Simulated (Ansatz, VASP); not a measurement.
**LiF in VASP and in Ansatz**

The input INCAR:

```
SYSTEM = LiF
  PREC = Accurate
  ENCUT = 520
  EDIFF = 1E-8
  ISMEAR = -1
  SIGMA = 0.03
  LREAL = .False.
  LASPH = .True.
  NELM = 100
  ALGO = Normal
  ISIF = 2
  LWAVE = .False.
  LCHARG = .False.
  GGA = CA
  LEFG = .True.
  NBANDS = 12
```

Contents of KPOINTS:

```
Automatic mesh
0
Gamma
  10 10 10
  0 0 0
```

File POSCAR:

```
LiF
1.0
    0.0000000000      2.0470222626      2.0470222626
    2.0470222626      0.0000000000      2.0470222626
    2.0470222626      2.0470222626      0.0000000000
Li F
1 1
Direct
    0.0000000000      0.0000000000      0.0000000000
    0.5000000000      0.5000000000      0.5000000000
```

Input for Ansatz:

```yaml
crystal:
  lattice:
    - [0.0, 2.0470222626, 2.0470222626]
    - [2.0470222626, 0.0, 2.0470222626]
    - [2.0470222626, 2.0470222626, 0.0]
  atoms:
    - { symbol: Li, position: [0.0, 0.0, 0.0] }
    - { symbol: F, position: [0.5, 0.5, 0.5] }
kpoints:
  mp_grid: { grid: [10, 10, 10] }
scf:
  occupations: { method: fermi_dirac, width: 0.03 }
hamiltonian:
  xc: lda
  pseudopotentials: { kind: all_electron, datasets: crystal }
output:
  forces: true
  stress: true
  eigenvalues: true
  efg: { contact_densities: true }
```

Change from the starting cell: volume scaled by 1.05, crystal datasets.

Alike in both runs: task electric field gradients; functional LDA; k mesh 10 × 10 × 10; occupations fermi-dirac, width 0.03 eV; no spin polarisation.

|  | VASP | Ansatz |
| --- | --- | --- |
| version | VASP 6.6.1 | Ansatz 0.2.0 |
| potentials or method | VASP PAW LDA potentials, release 64 (Li_sv, F), cutoff 520 eV | all-electron PAW with datasets made for the crystal, scalar-relativistic |

|  | VASP | Ansatz | Ansatz less VASP |
| --- | --- | --- | --- |
| gap on the k mesh at the Fermi level (eV) | 8.41 | 8.40 | -0.011 |

LDA's correlation is that of Perdew and Zunger in VASP and of Perdew and Wang (1992) in Ansatz. Ansatz ran all-electron here, and VASP with PAW potentials.

Noted on VASP's run: the cutoff is short for stress, so the pressure is rough.
